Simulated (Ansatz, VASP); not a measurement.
**Fe in VASP and in Ansatz**

File INCAR:

```
SYSTEM = Fe
ALGO     = Normal         ! electronic algorithm
EDIFF    = 1E-6           ! SCF threshold, eV
ENCUT    = 520            ! plane-wave cutoff, eV
GGA      = PS             ! functional
ISIF     = 2              ! what is computed and relaxed
ISMEAR   = -1             ! smearing method
ISPIN    = 2              ! spin polarisation
LASPH    = .TRUE.         ! aspherical terms in the spheres
LCHARG   = .FALSE.        ! write CHGCAR
LMAXMIX  = 4              ! l up to which the mixer works
LORBIT   = 11             ! projections on sites
LREAL    = .FALSE.        ! projectors in reciprocal space
LWAVE    = .FALSE.        ! write WAVECAR
MAGMOM   = 2.473 2.24 2.24 ! initial moments
NBANDS   = 23             ! bands
NELM     = 150            ! most SCF steps
PREC     = Accurate       ! precision mode
SIGMA    = 0.05           ! smearing width, eV
```

Contents of KPOINTS:

```
k-points
0
G
  10 10 15
  0 0 0
```

POSCAR

```
Fe
1.0
    3.9879295270      0.0000000000      0.0000000000
   -1.9939647635      3.4536482789      0.0000000000
    0.0000000000      0.0000000000      2.2669491889
Fe
3
Direct
    0.0000000000      0.0000000000      0.0000000000
    0.3333333333      0.6666666667      0.5000000000
    0.6666666667      0.3333333333      0.5000000000
```

Input for Ansatz:

```yaml
crystal:
  lattice:
    - [3.987929527, 0.0, 0.0]
    - [-1.9939647635, 3.4536482789, 0.0]
    - [0.0, 0.0, 2.2669491889]
  atoms:
    - { symbol: Fe, position: [0.0, 0.0, 0.0], spin: 2.473 }
    - { symbol: Fe, position: [0.3333333333, 0.6666666667, 0.5], spin: 2.24 }
    - { symbol: Fe, position: [0.6666666667, 0.3333333333, 0.5], spin: 2.24 }
hamiltonian:
  xc: pbesol
  pseudopotentials:
    kind: paw
    azcp:
      Fe: "pseudopotentials/Fe.paw.azcp"
basis:
  ecutwfc: 420
  fft_grid_basis: typed
kpoints:
  mp_grid: { grid: [10, 10, 15], shift: [0, 0, 0] }
magnetization:
  spin_polarized: true
scf:
  occupations: { method: fermi_dirac, width: 0.05 }
  lower_state_search: "off"
output:
  stress: true
  write_density: true
  write_potential: true
  elf: true
  volumetric_format: npy
```

Alike in both runs: task single point; functional PBEsol; k mesh 10 × 10 × 15; occupations fermi-dirac, width 0.05 eV; collinear spin.

|  | VASP | Ansatz |
| --- | --- | --- |
| version | VASP 6.6.1 | Ansatz 0.2.0 |
| potentials or method | VASP PAW PBE potentials, release 64 (Fe), cutoff 520 eV | plane waves (420 eV) with PAW, scalar-relativistic |
| valence electrons in the cell | 24 | 48 |

```csv
,VASP,Ansatz,Ansatz less VASP
pressure (GPa),-8.4,5.3,+13.64
"traceless stress, the component that is largest in VASP (GPa)",23.54,10.89,-12.645
net moment per atom (μB),0.42,1.52,+1.098
size of the moment on the site where the two differ most (μB),0.17,1.43,+1.256
```

The net moments are unlike, so the other rows may belong to different states. VASP's potentials were made for PBE, not for PBEsol, and Ansatz warns of the same on its side. Site moments also hang on the region over which each program counts them. VASP's potentials hold 24 valence electrons a cell and Ansatz's 48, so a difference there can come from the potentials and not from the codes.
